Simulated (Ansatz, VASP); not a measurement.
# TaSi2 in VASP and in Ansatz

```
Ta Si
1.0
     4.76086    0.00000    0.00000
    -2.38043    4.12303    0.00000
     0.00000    0.00000    6.55578
Ta Si
3 6
Direct
  0.50000 0.00000 0.50000
  0.50000 0.50000 0.83024
  0.00000 0.50000 0.16976
  0.18049 0.36098 0.50000
  0.85305 0.15036 0.82754
  0.70269 0.84964 0.17246
  0.81951 0.63902 0.50000
  0.14695 0.84964 0.82754
  0.29731 0.15036 0.17246
```

Change from the starting cell: mode 16 (300.4 1/cm) frozen in, largest displacement +0.175 Å.

Alike in both runs: task single point; functional PBEsol; k mesh 12 × 12 × 6; occupations gaussian, width 0.15 eV; no spin polarisation.

|  | VASP | Ansatz |
| --- | --- | --- |
| version | VASP 6.6.1 | Ansatz 0.2.0 |
| potentials or method | VASP PAW PBE potentials, release 64 (Ta_pv, Si), cutoff 520 eV | scalar-relativistic, plane waves, PAW |
| valence electrons in the cell | 57 | 63 |

|  | VASP | Ansatz | Ansatz less VASP |
| --- | --- | --- | --- |
| gap on the k mesh at the Fermi level (eV) | none | none | - |
| pressure (GPa) | 2.1 | 1.8 | -0.33 |
| traceless stress, the component that is largest in VASP (GPa) | 1.79 | 1.83 | +0.037 |
| rms of the force components (eV/Å) | 0.639 | 0.635 | -0.0039 |

VASP's potentials were made for PBE, not for PBEsol. Atom by atom the forces differ by 0.004 eV/Å (rms over components). A gap of «none» marks a metal or a gap that the smearing closes. VASP's potentials hold 57 valence electrons a cell and Ansatz's 63, so a difference there can come from the potentials and not from the codes.

Neither program's run includes spin-orbit coupling.
